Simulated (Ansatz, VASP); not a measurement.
## One calculation of ZnCd3Te4, two programs

The input INCAR:

```
SYSTEM = ZnCd3Te4
ALGO     = Normal         ! electronic algorithm
EDIFF    = 1E-7           ! SCF threshold, eV
EDIFFG   = -0.01          ! ionic threshold
ENCUT    = 450            ! plane-wave cutoff, eV
GGA      = PE             ! functional
GGA_COMPAT= .FALSE.      
IBRION   = 2              ! ionic algorithm
ISIF     = 2              ! what is computed and relaxed
ISMEAR   = 0              ! smearing method
LASPH    = .TRUE.         ! aspherical terms in the spheres
LCHARG   = .FALSE.        ! write CHGCAR
LREAL    = .FALSE.        ! projectors in reciprocal space
LWAVE    = .FALSE.        ! write WAVECAR
NELM     = 120            ! most SCF steps
NELMIN   = 4            
NSW      = 50             ! ionic steps
PREC     = Accurate       ! precision mode
SIGMA    = 0.02           ! smearing width, eV
```

Contents of KPOINTS:

```
k-points
0
G
  4 4 4
  0 0 0
```

The input POSCAR:

```
ZnCd3Te4
1.0
    6.4416634974      0.0000000000      0.0000000000
    0.0000000000      6.4416634974      0.0000000000
    0.0000000000      0.0000000000      6.4416634974
Zn Cd Te
1 3 4
Direct
    0.0000000000      0.0000000000      0.0000000000
    0.0000000000      0.5000000000      0.5000000000
    0.5000000000      0.0000000000      0.5000000000
    0.5000000000      0.5000000000      0.0000000000
    0.7603282597      0.7603282597      0.2396717403
    0.7603282597      0.2396717403      0.7603282597
    0.2396717403      0.7603282597      0.7603282597
    0.2396717403      0.2396717403      0.2396717403
```

Input for Ansatz:

```yaml
crystal:
  lattice:
    - [6.4416634974, 0.0, 0.0]
    - [0.0, 6.4416634974, 0.0]
    - [0.0, 0.0, 6.4416634974]
  atoms:
    - { symbol: Zn, position: [0.0, 0.0, 0.0] }
    - { symbol: Cd, position: [0.0, 0.5, 0.5] }
    - { symbol: Cd, position: [0.5, 0.0, 0.5] }
    - { symbol: Cd, position: [0.5, 0.5, 0.0] }
    - { symbol: Te, position: [0.7603282597, 0.7603282597, 0.2396717403] }
    - { symbol: Te, position: [0.7603282597, 0.2396717403, 0.7603282597] }
    - { symbol: Te, position: [0.2396717403, 0.7603282597, 0.7603282597] }
    - { symbol: Te, position: [0.2396717403, 0.2396717403, 0.2396717403] }
basis:
  ecutwfc: 420
kpoints:
  mp_grid: { grid: [4, 4, 4] }
hamiltonian:
  xc: pbe
scf:
  occupations: { method: gaussian, width: 0.02 }
output:
  forces: true
  stress: true
  eigenvalues: true
relax:
  adjacent_minimum: "off"
  f_tol: 0.01
  max_steps: 30
```

Alike in both runs: task relaxation of the atoms; functional PBE; k mesh 4 × 4 × 4; occupations gaussian, width 0.02 eV; no spin polarisation.

|  | VASP | Ansatz |
| --- | --- | --- |
| version | VASP 6.6.1 | Ansatz 0.2.0 |
| potentials or method | VASP PAW PBE potentials, release 64 (Zn, Cd, Te), cutoff 450 eV | scalar-relativistic, plane waves, PAW |
| valence electrons in the cell | 72 | 136 |

|  | VASP | Ansatz | Ansatz less VASP |
| --- | --- | --- | --- |
| gap on the k mesh at the Fermi level, each at its own relaxed structure (eV) | 0.77 | 0.77 | +0.001 |

VASP's potentials hold 72 valence electrons a cell and Ansatz's 136, so a difference there can come from the potentials and not from the codes. Ansatz's warnings: stress scf threshold loose.

Spin-orbit coupling is off throughout.
